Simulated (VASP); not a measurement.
A run of VASP 6.6.1 is set up as follows.

Contents of INCAR:

```
SYSTEM = Cu2Te
PREC     = Accurate       ! precision mode
ENCUT    = 520            ! plane-wave cutoff, eV
EDIFF    = 1E-6           ! SCF threshold, eV
ISMEAR   = -1             ! smearing method
SIGMA    = 0.1            ! smearing width, eV
LREAL    = .FALSE.        ! projectors in reciprocal space
LASPH    = .TRUE.         ! aspherical terms in the spheres
NELM     = 100            ! most SCF steps
ALGO     = Normal         ! electronic algorithm
ISIF     = 2              ! what is computed and relaxed
LWAVE    = .FALSE.        ! write WAVECAR
LCHARG   = .FALSE.        ! write CHGCAR
NBANDS   = 37             ! bands
```

File KPOINTS:

```
regular mesh
0
G
  8 8 4
  0 0 0
```

The input POSCAR:

```
Cu2Te
1.0
    4.3040142300      0.0000000000      0.0000000000
   -2.1520071200      3.7273856600      0.0000000000
    0.0000000000      0.0000000000      8.5234770000
Cu Te
4 2
Direct
    0.6666666720      0.3333333315      0.1519539995
    0.3333333317      0.6666666711      0.1519539995
    0.3333333317      0.6666666711      0.8480460005
    0.6666666720      0.3333333315      0.8480460005
    0.0000000000      0.0000000000      0.2661880005
    0.0000000000      0.0000000000      0.7338119995
```

Potentials or basis: VASP PAW LDA potentials, release 64 (Cu, Te).

Command:

```sh
$ cat potpaw_LDA.64/Cu/POTCAR potpaw_LDA.64/Te/POTCAR > POTCAR
$ mpirun -np 1 vasp_std > vasp.out
```

Q: Estimate the largest force.

A: 0.394 eV/Å.

Q: Predict the pressure.

A: -5.3 GPa.

Q: What does it give for the band gap on the k mesh?

A: Zero (bands 28 and 29 overlap by 0.83 eV).

Stress tensor (GPa, compression positive):
```
-6.54  0.00  0.00
 0.00 -6.54  0.00
 0.00  0.00 -2.93
```

Caveat: the cell stands under tension; spin-orbit coupling is left out, which moves the levels of the heavy elements.
